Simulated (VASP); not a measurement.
# MnC5 (F-43m) in VASP: further runs, part 2 of 2

VASP 6.6.1. The steps go on from the part before.

## (3) Relaxation of cell and atoms, PBE, collinear spin, ferromagnetic start

This run uses another cell than the first one, of 14.38 Å³/atom.

Input file INCAR:

```
PREC = Accurate
ENCUT = 600
EDIFF = 1E-6
ISMEAR = 0
SIGMA = 0.1
LREAL = False
LASPH = True
NELM = 150
ALGO = Normal
ISIF = 3
LWAVE = False
LCHARG = False
ISPIN = 2
MAGMOM = 4 0 0 0 0 0
LORBIT = 11
LMAXMIX = 4
GGA = PE
IBRION = 2
NSW = 90
EDIFFG = -0.04
```

Input file KPOINTS:

```
regular mesh
0
Gamma
  4 4 4
```

Input file POSCAR:

```
MnC5
1.0
    0.0000000000      3.5071519900      3.5071519900
    3.5071519900      0.0000000000      3.5071519900
    3.5071519900      3.5071519900      0.0000000000
Mn C
1 5
Direct
    0.0000000000      0.0000000000      0.0000000000
    0.7500000000      0.7500000000      0.7500000000
    0.3750000000      0.3750000000      0.8750000000
    0.3750000000      0.8750000000      0.3750000000
    0.8750000000      0.3750000000      0.3750000000
    0.3750000000      0.3750000000      0.3750000000
```

Potentials or basis: VASP PAW PBE potentials, release 64 (Mn_pv, C).

Run with:

```bash
$ cat potpaw_PBE.64/Mn_pv/POTCAR potpaw_PBE.64/C/POTCAR > POTCAR
$ mpirun -np 1 vasp_std > vasp.out
```

OUTCAR:

```text
PREC = Accurate
   ENCUT = 600
   EDIFF = 1E-6
   ISMEAR = 0
   LREAL = False
   LASPH = True
   NELM = 150
   ISIF = 3
   ISPIN = 2
   LORBIT = 11
   GGA = PE
   IBRION = 2
   NSW = 90
   EDIFFG = -0.04

 ion  position               nearest neighbor table
   1  0.000  0.000  0.000-
   2  0.750  0.750  0.750-
   3  0.375  0.375  0.875-
   4  0.375  0.875  0.375-
   5  0.875  0.375  0.375-
   6  0.375  0.375  0.375-

  LATTYP: Found a face centered cubic cell.
 ALAT       =     7.0143039800

  Lattice vectors:

 A1 = (   0.0000000000,   3.5071519900,   3.5071519900)
 A2 = (   3.5071519900,   0.0000000000,   3.5071519900)
 A3 = (   3.5071519900,   3.5071519900,   0.0000000000)

[... 809 lines left out ...]
  ---------------------------------------------------
  free energy    TOTEN  =       -35.91807999 eV

  energy without entropy =      -35.90318811  energy(sigma->0) =      -35.91063405

 E-fermi :   7.7430     XC(G=0): -12.6463

 val. band max:        7.6690851568   @ k =   0.5000   0.2500   0.0000
 cond. band min:       7.8352594964   @ k =  -0.2500   0.5000   0.2500
 fundamental gap:      0.1661743396
 Fermi energy:         7.7430193955

 spin component 1

 k-point     1 :       0.0000    0.0000    0.0000
  band No.  band energies     occupation
      1     -40.6789      1.00000
      2     -40.6789      1.00000
      3     -40.6789      1.00000
      4     -12.9911      1.00000
      5      -3.7009      1.00000
      6      -1.8627      1.00000
[... 425 lines left out ...]
  FREE ENERGIE OF THE ION-ELECTRON SYSTEM (eV)
  ---------------------------------------------------
  free  energy   TOTEN  =       -35.9180799866 eV

  energy  without entropy=      -35.9031881131  energy(sigma->0) =      -35.91063405

 reached required accuracy - stopping structural energy minimisation

 total charge

# of ion       s       p       d       tot
------------------------------------------
    1        0.207   6.217   5.131  11.555
    2        1.092   0.954   0.000   2.046
    3        0.955   1.340   0.000   2.295
    4        0.955   1.340   0.000   2.295
    5        0.955   1.340   0.000   2.295
    6        0.955   1.340   0.000   2.295
--------------------------------------------------
tot          5.119  12.530   5.131  22.781

 magnetization (x)

# of ion       s       p       d       tot
------------------------------------------
    1       -0.000   0.000  -0.000  -0.000
    2        0.000   0.000   0.000   0.000
    3       -0.000   0.000   0.000   0.000
    4       -0.000   0.000   0.000   0.000
    5       -0.000   0.000   0.000   0.000
    6       -0.000   0.000   0.000   0.000
--------------------------------------------------
tot          0.000   0.000  -0.000  -0.000
```

OSZICAR:

```text
N       E                     dE             d eps       ncg     rms          rms(c)
DAV:   1     0.200423185975E+03    0.20042E+03   -0.17911E+04   776   0.156E+03
DAV:   2    -0.128122512993E+02   -0.21324E+03   -0.20560E+03   752   0.334E+02
[... 231 lines left out ...]
DAV:   5    -0.359181215723E+02   -0.19636E-04   -0.18904E-04   922   0.925E-02    0.525E-02
DAV:   6    -0.359181420878E+02   -0.20515E-04   -0.17504E-05   888   0.363E-02    0.616E-02
DAV:   7    -0.359181171476E+02    0.24940E-04   -0.17250E-05   824   0.405E-02    0.493E-02
DAV:   8    -0.359180785319E+02    0.38616E-04   -0.14697E-04   900   0.115E-01    0.979E-03
DAV:   9    -0.359180798352E+02   -0.13033E-05   -0.11960E-05   770   0.241E-02    0.272E-03
DAV:  10    -0.359180799866E+02   -0.15137E-06   -0.44930E-07   352   0.578E-03
  18 F= -.35918080E+02 E0= -.35910634E+02  d E =-.151498E+00  mag=     0.0002
```

CONTCAR:

```text
MnC5
   1.00000000000000
    -0.0000000000000000    2.8871057615155280    2.8871057615155280
     2.8871057615155280    0.0000000000000000    2.8871057615155280
     2.8871057615155280    2.8871057615155280    0.0000000000000000
  Mn              C
     1     5
Direct
     0.0000000000000000    0.0000000000000000    0.0000000000000000
     0.7500000000000000    0.7500000000000000    0.7500000000000000
     0.3493467829937200    0.3493467829937200    0.9519596510188404
     0.3493467829937200    0.9519596510188404    0.3493467829937200
     0.9519596510188404    0.3493467829937200    0.3493467829937200
     0.3493467829937200    0.3493467829937200    0.3493467829937200

  0.00000000E+00  0.00000000E+00  0.00000000E+00
  0.00000000E+00  0.00000000E+00  0.00000000E+00
  0.00000000E+00  0.00000000E+00  0.00000000E+00
  0.00000000E+00  0.00000000E+00  0.00000000E+00
  0.00000000E+00  0.00000000E+00  0.00000000E+00
  0.00000000E+00  0.00000000E+00  0.00000000E+00
```

Run time: 16 min. Hardware: 1 thread of AMD EPYC 7R43 (Zen 3), shared host; peak memory 0.28 GiB.

What came out:

```
Free energy                                           : -35.9181 eV
Relaxed volume                                        : 8.02 Å³/atom
Relaxed cell                                          : a = 4.083 Å, b = 4.083 Å, c = 4.083 Å, α = 60.00°, β = 60.00°, γ = 60.00°
Space group after relaxing (to 0.1 Å)                 : F-43m (No. 216)
Energy gained by relaxing                             : 1486.3 meV/atom
Ionic steps                                           : 18
Pressure after relaxing                               : -0.3 GPa
Net moment                                            : 0.00 μB per cell
Valence electrons inside the program's atomic spheres : Mn 11.55; C 2.05, 2.29 (each value once)
```

The path:
| step | energy change (eV) | largest force (eV/Å) | pressure (GPa) | volume (Å³) |
| --- | --- | --- | --- | --- |
| 1 | 0.0000 | 0.3503 | -32.99 | 86.28 |
| 2 | -6.8983 | 0.3128 | -27.46 | 54.34 |
| 3 | -7.9000 | 0.4685 | -7.17 | 45.88 |
| 4 | -7.9445 | 0.3804 | 2.41 | 43.57 |
| 5 | -7.9468 | 0.4104 | -0.91 | 44.25 |
| 6 | -7.9963 | 0.7526 | 0.02 | 44.23 |
| 7 | -8.2805 | 1.3776 | 3.39 | 44.17 |
| 8 | -8.7466 | 0.2785 | 15.84 | 44.07 |
| 9 | -8.7429 | 0.3684 | 12.86 | 44.09 |
| 10 | -8.7522 | 0.0409 | 14.41 | 44.08 |
| 11 | -8.7589 | 0.0744 | 14.54 | 44.15 |
| 12 | -8.7666 | 0.4390 | 15.04 | 44.38 |
| 13 | -8.7799 | 0.4213 | 14.33 | 44.53 |
| 14 | -8.8162 | 0.3677 | 12.12 | 45.00 |
| 15 | -8.8714 | 0.2620 | 7.91 | 45.94 |
| 16 | -8.9179 | 0.0509 | 0.50 | 47.87 |
| 17 | -8.9181 | 0.0410 | 0.29 | 47.99 |
| 18 | -8.9181 | 0.0244 | -0.28 | 48.13 |

Final structure:
```xyz
6
Lattice="0.0000 2.8871 2.8871 2.8871 0.0000 2.8871 2.8871 2.8871 0.0000" Properties=species:S:1:pos:R:3 pbc="T T T"
Mn    0.0000    0.0000    0.0000
C     4.3307    4.3307    4.3307
C     3.7570    3.7570    2.0172
C     3.7570    2.0172    3.7570
C     2.0172    3.7570    3.7570
C     2.0172    2.0172    2.0172
```

Levels at points of the mesh, in eV from the Fermi level:
Spin up:
```
           k point  band 13  band 14  band 15  band 16  band 17  band 18  band 19  band 20
(0.00, 0.00, 0.00)    -3.62    -3.62    -1.25    -1.25    -1.25     0.99     0.99     0.99
(0.50, 0.00, 0.00)    -2.57    -1.92    -0.40     0.24     0.24     0.82     0.82     2.04
(0.50, 0.50, 0.00)    -1.71    -1.56    -1.25    -0.20     0.33     0.33     0.40     0.99
```
Spin down:
| k point | band 14 | band 15 | band 16 | band 17 | band 18 | band 19 |
| --- | --- | --- | --- | --- | --- | --- |
| (0.00, 0.00, 0.00) | -3.62 | -1.25 | -1.25 | -1.25 | 0.99 | 0.99 |
| (0.50, 0.00, 0.00) | -1.92 | -0.40 | 0.24 | 0.24 | 0.82 | 0.82 |
| (0.50, 0.50, 0.00) | -1.56 | -1.25 | -0.20 | 0.33 | 0.33 | 0.40 |

Caveat: the k points lie up to 0.47 Å⁻¹ apart in the final cell; the volume moved by over 15 % at a fixed basis, so the end points are rough.
